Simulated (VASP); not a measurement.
# BaTiO3 in VASP: settings compared

Aim: see how the results for BaTiO3 move with the level of theory and the settings. Levels: r2SCAN+rVV10, PBE+D3(BJ), r2SCAN+D3(BJ), LDA, PBEsol. Tasks: single point.

Everything below comes from runs of VASP 6.6.1. Logs are shortened: lines on timing, memory, paths and dates and some standing lists are left out, and cuts for length are marked.

### 1 The cell of the first run

The typed cell holds 5 atoms: a = 4.004 Å, b = 4.004 Å, c = 4.004 Å, α = 89.85°, β = 89.85°, γ = 89.85°.

### 2 Single point, r2SCAN+rVV10

File POSCAR:

```
BaTiO3
1.0
    2.8278444358      1.6326407277      2.3180275769
   -2.8277066799      1.6325675208      2.3179110779
    0.0000054789     -3.2653212779      2.3180489426
Ba Ti O
1 1 3
Direct
    0.0016684284      1.0016545223      0.0016732393
    0.5138432681      0.5138070212      0.5138478323
    0.4903321594      0.4903420128      0.9825240928
    0.4903253972      0.9825543813      0.4903239682
    0.9825307469      0.4903420524      0.4903308575
```

File INCAR.step1:

```
PREC     = Accurate       # precision mode
ENCUT    = 520            # plane-wave cutoff, eV
ISMEAR   = -1             # smearing method
SIGMA    = 0.05           # smearing width, eV
LREAL    = False          # projectors in reciprocal space
LASPH    = True           # aspherical terms in the spheres
NELM     = 60             # most SCF steps
NBANDS   = 28             # bands
GGA      = PE             # functional
ALGO     = Normal         # electronic algorithm
EDIFF    = 1E-4           # SCF threshold, eV
LWAVE    = True           # write WAVECAR
LCHARG   = False          # write CHGCAR
```

File INCAR.step2:

```
PREC     = Accurate       # precision mode
ENCUT    = 520            # plane-wave cutoff, eV
EDIFF    = 1E-6           # SCF threshold, eV
ISMEAR   = -1             # smearing method
SIGMA    = 0.05           # smearing width, eV
LREAL    = False          # projectors in reciprocal space
LASPH    = True           # aspherical terms in the spheres
NELM     = 60             # most SCF steps
ALGO     = Normal         # electronic algorithm
ISIF     = 2              # what is computed and relaxed
LWAVE    = False          # write WAVECAR
LCHARG   = False          # write CHGCAR
METAGGA  = R2SCAN         # meta-GGA
LMIXTAU  = True         
LUSE_VDW = True         
IVDW_NL  = 2            
BPARAM   = 11.95        
CPARAM   = 0.0093       
NBANDS   = 28             # bands
ISTART   = 1
```

File KPOINTS:

```
Automatic mesh
0
Gamma
  7 7 7
```

Potentials or basis: VASP PAW PBE potentials, release 64 (Ba_sv, Ti_sv, O).

The run is started by

```bash
> cat potpaw_PBE.64/Ba_sv/POTCAR potpaw_PBE.64/Ti_sv/POTCAR potpaw_PBE.64/O/POTCAR > POTCAR
> cp INCAR.step1 INCAR
> mpirun -np 1 vasp_std > vasp.out
> cp INCAR.step2 INCAR
> mpirun -np 1 vasp_std > vasp.out
```

OUTCAR:

```text
PREC = Accurate
   ENCUT = 520
   EDIFF = 1E-6
   ISMEAR = -1
   LREAL = False
   LASPH = True
   NELM = 60
   ISIF = 2
   METAGGA = R2SCAN
   IVDW_NL = 2
   BPARAM = 11.95
   ISTART = 1

 ion  position               nearest neighbor table
   1  0.002  0.002  0.002-   4 2.77   5 2.77   3 2.77   5 2.83   3 2.83   4 2.83   3 2.83   4 2.83
                             5 2.83   3 2.90   5 2.90   4 2.90   2 3.39   2 3.44   2 3.44   2 3.44
   2  0.514  0.514  0.514-   3 1.88   5 1.88   4 1.88   4 2.13   5 2.13   3 2.13   1 3.39   1 3.44
                             1 3.44   1 3.44   1 3.49   1 3.49   1 3.49   1 3.56
   3  0.490  0.490  0.983-   2 1.88   2 2.13   1 2.77   1 2.83   1 2.83   1 2.90
   4  0.490  0.983  0.490-   2 1.88   2 2.13   1 2.77   1 2.83   1 2.83   1 2.90
   5  0.983  0.490  0.490-   2 1.88   2 2.13   1 2.77   1 2.83   1 2.83   1 2.90

  LATTYP: Found a base centered monoclinic cell.
 ALAT       =     5.6705896002
 B/A-ratio  =     0.9973705383
 C/A-ratio  =     0.7061412007
 COS(beta)  =    -0.0037091678

  Lattice vectors:

 A1 = (  -0.0000054789,   3.2653212779,  -2.3180489426)
 A2 = (  -2.8278444358,  -1.6326407277,  -2.3180275769)
 A3 = (  -2.8277066799,   1.6325675208,   2.3179110779)

Analysis of symmetry for initial positions (statically):
=====================================================================
 Subroutine PRICEL returns:
 Original cell was already a primitive cell.

 Routine SETGRP: Setting up the symmetry group for a
 base centered monoclinic supercell.

 Subroutine GETGRP returns: Found  1 space group operations
 (whereof  1 operations were pure point group operations)
 out of a pool of  4 trial point group operations.

The static configuration has the point symmetry C_1 .

Analysis of symmetry for dynamics (positions and initial velocities):
=====================================================================
 Subroutine PRICEL returns:
 Original cell was already a primitive cell.

 Routine SETGRP: Setting up the symmetry group for a
 base centered monoclinic supercell.

 Subroutine GETGRP returns: Found  1 space group operations
 (whereof  1 operations were pure point group operations)
 out of a pool of  4 trial point group operations.

The dynamic configuration has the point symmetry C_1 .

 Subroutine INISYM returns: Found  1 space group operations
 (whereof  1 operations are pure point group operations),
 and found     1 'primitive' translations

----------------------------------------------------------------------------------------

                                     Primitive cell

  volume of cell :      64.2096

  direct lattice vectors                    reciprocal lattice vectors
     2.827844436  1.632640728  2.318027577     0.176813144  0.102084086  0.143800402
    -2.827706680  1.632567521  2.317911078    -0.176821711  0.102088664  0.143807686
     0.000005479 -3.265321278  2.318048943    -0.000000319 -0.204165737  0.143799066

  length of vectors
     4.004431513  4.004236949  4.004456761     0.249725057  0.249737189  0.249723487

  position of ions in fractional coordinates (direct lattice)
     0.001668428  0.001654522  0.001673239
     0.513843268  0.513807021  0.513847832
     0.490332159  0.490342013  0.982524093
     0.490325397  0.982554381  0.490323968
     0.982530747  0.490342052  0.490330857

  ion indices of the primitive-cell ions
   primitive index   ion index
                 1           1
                 2           2
                 3           3
                 4           4
                 5           5

----------------------------------------------------------------------------------------

 KPOINTS: Automatic mesh

Automatic generation of k-mesh.
 Grid dimensions read from file:
 generate k-points for:    7    7    7

 Generating k-lattice:

  Cartesian coordinates                     Fractional coordinates (reciprocal lattice)
     0.025259021  0.014583441  0.020542915     0.142857143  0.000000000  0.000000000
    -0.025260244  0.014584095  0.020543955     0.000000000  0.142857143  0.000000000
    -0.000000046 -0.029166534  0.020542724     0.000000000  0.000000000  0.142857143

  Length of vectors
     0.035675008  0.035676741  0.035674784

  Shift w.r.t. Gamma in fractional coordinates (k-lattice)
     0.000000000  0.000000000  0.000000000

 Subroutine IBZKPT returns following result:
 ===========================================

 Found    172 irreducible k-points:

 Following reciprocal coordinates:
            Coordinates               Weight
  0.000000  0.000000  0.000000      1.000000
  0.142857  0.000000  0.000000      2.000000
 -0.000000 -0.000000 -0.142857      2.000000
  0.285714  0.000000  0.000000      2.000000
 -0.000000 -0.000000 -0.285714      2.000000
  0.428571  0.000000  0.000000      2.000000
[... 16 lines left out ...]
  0.000000 -0.285714 -0.142857      2.000000
  0.285714  0.285714  0.000000      2.000000
 [... further k-points ...]
   k-points           NKPTS =    172   k-points in BZ     NKDIM =    172   number of bands    NBANDS=     28
   number of dos      NEDOS =    301   number of ions     NIONS =      5
   total plane-waves  NPLWV =  27000
   dimension x,y,z NGX =    30 NGY =   30 NGZ =   30
   dimension x,y,z NGXF=    60 NGYF=   60 NGZF=   60
   ions per type =               1   1   3
   NGX,Y,Z   is equivalent  to a cutoff of  12.45, 12.46, 12.45 a.u.
   NGXF,Y,Z  is equivalent  to a cutoff of  24.91, 24.91, 24.91 a.u.
 SYSTEM =  unknown system
   PREC   = accura    normal or accurate (medium, high low for compatibility)
   ISTART =      1    job   : 0-new  1-cont  2-samecut
   ICHARG =      0    charge: 1-file 2-atom 10-const
   ISPIN  =      1    spin polarized calculation?
   LNONCOLLINEAR =      F non collinear calculations
   LSORBIT =      F    spin-orbit coupling
   LASPH  =      T    aspherical Exc in radial PAW
   ENCUT  =  520.0 eV  38.22 Ry    6.18 a.u.   7.45  7.45  7.45*2*pi/ulx,y,z
   NELM   =     60;   NELMIN=  2; NELMDL=  0     # of ELM steps
   EDIFF  = 0.1E-05   stopping-criterion for ELM
   LREAL  =      F    real-space projection
   EDIFFG = 0.1E-04   stopping-criterion for IOM
   NSW    =      0    number of steps for IOM
   IBRION =     -1    ionic relax: 0-MD 1-quasi-New 2-CG
   NFREE  =      0    steps in history (QN), initial steepest desc. (CG)
   ISIF   =      2    stress and relaxation
   ISYM   =      2    0-nonsym 1-usesym 2-fastsym
   POTIM  = 0.5000    time-step for ionic-motion
   TEBEG  =    0.0;   TEEND  =   0.0 temperature during run
   PSTRESS=    0.0 pullay stress
   NELECT =      40.0000    total number of electrons
   NUPDOWN=      -1.0000    fix difference up-down
   EMIN   =  10.00;   EMAX   =-10.00  energy-range for DOS
   EFERMI =   0.00;   METHOD = LEGACY
   ISMEAR =    -1;   SIGMA  =   0.05  broadening in eV -4-tet -1-fermi 0-gaus
   EFERMI_NEDOS =   21; number of points for ismear=-14 and -15
   IALGO  =     38    algorithm
   IMIX   =      4    mixing-type and parameters
     AMIX     =   0.40;   BMIX     =  1.00
     AMIX_MAG =   1.60;   BMIX_MAG =  1.00
  volume/ion in A,a.u.               =      12.84        86.66
  Fermi-wavevector in a.u.,A,eV,Ry     =   1.398175  2.642168 26.597944  1.954894
  Thomas-Fermi vector in A             =   2.521359
   LORBIT       =      0    0 simple, 1 ext, 2 COOP (PROOUT), +10 PAW based schemes
   METAGGA = R2SCAN    functional components
   LHFCALC =     F    Hartree Fock is set to
   AEXX    =    0.0000 exact exchange contribution
   IVDW_NL    =     2    kernel type
   BPARAM     =11.9500
   IVDW    =     0    specifies the selected vdW correction
   LEPSILON=     F    determine dielectric tensor
   LRPA    =     F    only Hartree local field effects (RPA)
 non-spin polarized calculation
  energy-cutoff  :      520.00
  volume of cell :       64.21
 maximum number of plane-waves:      1752
 NGX is ok and might be reduce to    30
   NGX = 15   NGY = 15   NGZ = 15

 number of electron      39.9999999 magnetization

 Free energy of the ion-electron system (eV)
  ---------------------------------------------------
  ext. energy  EPLUGINS =         0.00000000
  ---------------------------------------------------
  free energy    TOTEN  =       -73.34581925 eV

  energy without entropy =      -73.34581925  energy(sigma->0) =      -73.34581925

 E-fermi :   4.4496     XC(G=0): -11.9454

 val. band max:        3.3918210740   @ k =   0.4286   0.4286   0.4286
 cond. band min:       6.1729033300   @ k =   0.0000   0.0000   0.0000
 fundamental gap:      2.7810822560
 Fermi energy:         4.4496008360

 k-point     1 :       0.0000    0.0000    0.0000
  band No.  band energies     occupation
      1     -55.0752      2.00000
      2     -30.2770      2.00000
      3     -30.2768      2.00000
      4     -30.2741      2.00000
      5     -21.9829      2.00000
      6     -14.3464      2.00000
[... 20 lines left out ...]
     27       9.0286      0.00000
     28      11.6650      0.00000

 k-point     2 :       0.1429    0.0000    0.0000
  band No.  band energies     occupation
      1     -55.0749      2.00000
      2     -30.2873      2.00000
      3     -30.2765      2.00000
      4     -30.2744      2.00000
      5     -21.9591      2.00000
      6     -14.3593      2.00000
[... 20 lines left out ...]
     27       9.4342      0.00000
     28      12.1517      0.00000

 k-point     3 :      -0.0000   -0.0000   -0.1429
  band No.  band energies     occupation
      1     -55.0749      2.00000
      2     -30.2874      2.00000
      3     -30.2765      2.00000
      4     -30.2744      2.00000
      5     -21.9591      2.00000
      6     -14.3593      2.00000
[... 20 lines left out ...]
     27       9.4342      0.00000
     28      12.1517      0.00000

 k-point     4 :       0.2857    0.0000    0.0000
  band No.  band energies     occupation
      1     -55.0745      2.00000
      2     -30.3122      2.00000
      3     -30.2756      2.00000
      4     -30.2736      2.00000
      5     -21.9046      2.00000
      6     -14.4509      2.00000
[... 578 lines left out ...]
     27      10.8473      0.00000
     28      12.7541      0.00000

 k-point    23 :       0.0000   -0.2857   -0.1429
  band No.  band energies     occupation
      1     -55.0742      2.00000
      2     -30.3115      2.00000
      3     -30.2858      2.00000
      4     -30.2742      2.00000
      5     -21.8862      2.00000
      6     -14.3899      2.00000
[... 20 lines left out ...]
     27      10.8473      0.00000
     28      12.7542      0.00000

 k-point    24 :       0.2857    0.2857    0.0000
  band No.  band energies     occupation
      1     -55.0738      2.00000
      2     -30.3108      2.00000
      3     -30.3096      2.00000
      4     -30.2734      2.00000
      5     -21.8440      2.00000
      6     -14.2902      2.00000
[... 20 lines left out ...]
     27      11.8709      0.00000
     28      12.7305      0.00000

 [... further k-points ...]

------------------------ aborting loop because EDIFF is reached ----------------------------------------

  FORCE on cell =-STRESS in cart. coord.  units (eV):
  Direction    XX          YY          ZZ          XY          YZ          ZX
  --------------------------------------------------------------------------------------
  -------------------------------------------------------------------------------------
  Total        0.9073677      0.9075609      0.8647258     -0.0002423      0.0001369     -0.0001275
  in kB       22.6409241     22.6457434     21.5769102     -0.0060462      0.0034164     -0.0031805
  external PRESSURE =      22.2878592 kB  Pullay stress =       0.0000000 kB

 VOLUME and BASIS-vectors are now :
 -----------------------------------------------------------------------------
  energy-cutoff  :      520.00
  volume of cell :       64.21
      direct lattice vectors                 reciprocal lattice vectors
     2.827844436  1.632640728  2.318027577     0.176813144  0.102084086  0.143800402
    -2.827706680  1.632567521  2.317911078    -0.176821711  0.102088664  0.143807686
     0.000005479 -3.265321278  2.318048943    -0.000000319 -0.204165737  0.143799066

 POSITION                                       TOTAL-FORCE (eV/Angst)
 -----------------------------------------------------------------------------------
      0.00004     -0.00004      0.01158        -0.000016      0.000095     -0.028548
      0.00018     -0.00013      3.57319        -0.000231      0.000125     -0.160171
      0.00005     -1.60720      4.55071         0.000136     -0.067870      0.062950
     -1.39181      0.80355      4.55066        -0.058623      0.033863      0.062952
      1.39190      0.80355      4.55071         0.058735      0.033788      0.062818
 -----------------------------------------------------------------------------------
    total drift:                                0.000005      0.000001      0.004137

  FREE ENERGIE OF THE ION-ELECTRON SYSTEM (eV)
  ---------------------------------------------------
  free  energy   TOTEN  =       -73.3458192454 eV

  energy  without entropy=      -73.3458192453  energy(sigma->0) =      -73.34581925
```

It took 11 min on 1 thread of AMD EPYC 9R45 (Zen 5), shared host; peak memory 0.48 GiB.

Results:

```yaml
Free_energy: -73.3458 eV
Pressure: 2.2 GPa
Largest_force: 0.160 eV/Å
Band_gap_on_the_k_mesh: 2.78 eV, indirect (least direct gap 3.11 eV)
```

Forces in eV/Å, atoms in the order of the input:
```
Ba   0.000  0.000 -0.029
Ti   0.000  0.000 -0.160
O    0.000 -0.068  0.063
O   -0.059  0.034  0.063
O    0.059  0.034  0.063
```

Caveat: the PAW data sets were made with another functional, which shifts forces and pressure a little; spin-orbit coupling is left out, which moves the levels of the heavy elements. r2SCAN opens gaps a little over a GGA but as a rule still falls short of measured ones.

### 3 Single point, PBE+D3(BJ)

This run uses another cell than the first one, of 12.97 Å³/atom, 1.010 times its volume.

File INCAR:

```
PREC = Accurate
ENCUT = 520
EDIFF = 1E-7
ISMEAR = -1
SIGMA = 0.05
LREAL = False
LASPH = True
NELM = 60
ALGO = Normal
ISIF = 2
LWAVE = False
LCHARG = False
GGA = PE
IVDW = 12
NBANDS = 28
```

File KPOINTS:

```
regular mesh
0
Gamma
  7 7 7
```

File POSCAR:

```
BaTiO3
1.0
    2.8364832694      1.6376489961      2.3273057572
   -2.8366427943      1.6377251938      2.3274467081
   -0.0000137733     -3.2753966167      2.3273920295
Ba Ti O
1 1 3
Direct
    0.0027546301      1.0027725642      0.0027645613
    0.5152880591      0.5153238582      0.5153090791
    0.4894117620      0.4894038312      0.9818139937
    0.4894155089      0.9818018305      0.4894109205
    0.9818300399      0.4893979058      0.4894014354
```

Potentials or basis: VASP PAW PBE potentials, release 64 (Ba_sv, Ti_sv, O).

The run is started by

```bash
> cat potpaw_PBE.64/Ba_sv/POTCAR potpaw_PBE.64/Ti_sv/POTCAR potpaw_PBE.64/O/POTCAR > POTCAR
> mpirun -np 1 vasp_std > vasp.out
```

Run time: 2.9 min. Hardware: 1 thread of Intel Xeon Platinum 8559C (Emerald Rapids), shared host; peak memory 0.41 GiB.

Results (log left out):

```
Free energy                : -41.3261 eV
Pressure                   : 1.7 GPa
Largest force              : 0.072 eV/Å
Band gap on the k mesh     : 2.45 eV, indirect (least direct gap 2.81 eV)
Dispersion energy per atom : -0.262 eV
```

Forces on the atoms (eV/Å):
```
Ba   0.000  0.000 -0.039
Ti   0.000  0.000 -0.072
O    0.000 -0.026  0.037
O   -0.023  0.013  0.037
O    0.023  0.013  0.037
```

Levels at points of the mesh, in eV from the valence-band top:
| k point | band 16 | band 17 | band 18 | band 19 | band 20 | band 21 | band 22 | band 23 | band 24 | band 25 |
| --- | --- | --- | --- | --- | --- | --- | --- | --- | --- | --- |
| (0.00, 0.00, 0.00) | -1.25 | -0.99 | -0.50 | -0.36 | -0.36 | 2.45 | 2.45 | 2.60 | 4.50 | 4.50 |

Caveat: spin-orbit coupling is left out, which moves the levels of the heavy elements. A k mesh can miss the band edges.

[end of part 1 of 2]
